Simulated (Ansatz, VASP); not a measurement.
## Na2S: VASP beside Ansatz

Contents of INCAR:

```
SYSTEM = Na2S
PREC = Accurate
ENCUT = 500
EDIFF = 1E-7
ISMEAR = 0
SIGMA = 0.01
LREAL = .False.
LASPH = .True.
NELM = 120
ALGO = Normal
ISIF = 3
LWAVE = .False.
LCHARG = .False.
GGA = PS
IBRION = 2
NSW = 80
EDIFFG = -0.05
GGA_COMPAT = .False.
NELMIN = 4
```

The input KPOINTS:

```
Automatic mesh
0
Gamma
  8 8 8
  0 0 0
```

POSCAR

```
Na2S
1.0
    0.0000000000      3.2508104152      3.2508104152
    3.2508104152      0.0000000000      3.2508104152
    3.2508104152      3.2508104152      0.0000000000
Na S
2 1
Direct
    0.2500000000      0.2500000000      0.2500000000
    0.7500000000      0.7500000000      0.7500000000
    0.0000000000      0.0000000000      0.0000000000
```

Input for Ansatz:

```yaml
crystal:
  lattice:
    - [0.0, 3.2508104152, 3.2508104152]
    - [3.2508104152, 0.0, 3.2508104152]
    - [3.2508104152, 3.2508104152, 0.0]
  atoms:
    - { symbol: Na, position: [0.25, 0.25, 0.25] }
    - { symbol: Na, position: [0.75, 0.75, 0.75] }
    - { symbol: S, position: [0.0, 0.0, 0.0] }
basis:
  ecutwfc: 420
kpoints:
  mp_grid: { grid: [8, 8, 8] }
hamiltonian:
  xc: pbesol
scf:
  occupations: { method: fixed }
output:
  forces: true
  eigenvalues: true
  stress: true
relax:
  adjacent_minimum: "off"
  f_tol: 0.05
  max_steps: 60
  cell: { stress_tol: 0.01 }
  max_displacement: 0.05
```

Alike in both runs: task relaxation of cell and atoms; functional PBEsol; k mesh 8 × 8 × 8; no spin polarisation.

```csv
,VASP,Ansatz
version,VASP 6.6.1,Ansatz 0.2.0
potentials or method,"VASP PAW PBE potentials, release 64 (Na_pv, S), cutoff 500 eV","scalar-relativistic, plane waves, PAW"
occupations,"gaussian, width 0.01 eV",fixed
valence electrons in the cell,20,24
```

```tsv
	VASP	Ansatz	Ansatz less VASP
gap on the k mesh at the Fermi level, each at its own relaxed structure (eV)	2.42	2.43	+0.004
relaxed volume (Å³/atom)	22.90	22.90	0.000
relaxed cell length with the largest relative difference (Å)	4.597	4.597	0.0000
```

VASP's potentials were made for PBE, not for PBEsol. VASP's potentials hold 20 valence electrons a cell and Ansatz's 24, so a difference there can come from the potentials and not from the codes.

Noted on VASP's run: the relaxation stopped at its first step, so nothing moved.
